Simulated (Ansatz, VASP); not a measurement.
## Two plane-wave programs on ZnO2

```
Zn O
1.0
     4.95733    0.00000    0.00000
     0.00000    4.95733    0.00000
     0.00000    0.00000    4.95733
Zn O
4 8
Direct
  0.00000 0.50000 0.50000
  0.50000 0.50000 0.00000
  0.50000 0.00000 0.50000
  0.00000 0.00000 0.00000
  0.41258 0.08742 0.91258
  0.08742 0.91258 0.41258
  0.91258 0.41258 0.08742
  0.58742 0.58742 0.58742
  0.41258 0.41258 0.41258
  0.08742 0.58742 0.91258
  0.91258 0.08742 0.58742
  0.58742 0.91258 0.08742
```

Alike in both runs: task relaxation of cell and atoms; functional r2SCAN; k mesh 4 × 4 × 4; occupations gaussian, width 0.1 eV; no spin polarisation.

```csv
,VASP,Ansatz
version,VASP 6.6.1,Ansatz 0.2.0
potentials or method,"VASP PAW PBE potentials, release 64 (Zn, O), cutoff 600 eV","scalar-relativistic, plane waves, PAW"
valence electrons in the cell,96,96
```

```tsv
	VASP	Ansatz	Ansatz less VASP
gap on the k mesh at the Fermi level, each at its own relaxed structure (eV)	2.84	2.93	+0.086
relaxed volume (Å³/atom)	9.67	9.62	-0.055
relaxed cell length with the largest relative difference (Å)	4.878	4.869	-0.0092
```

VASP's potentials were made for PBE, not for r2SCAN.
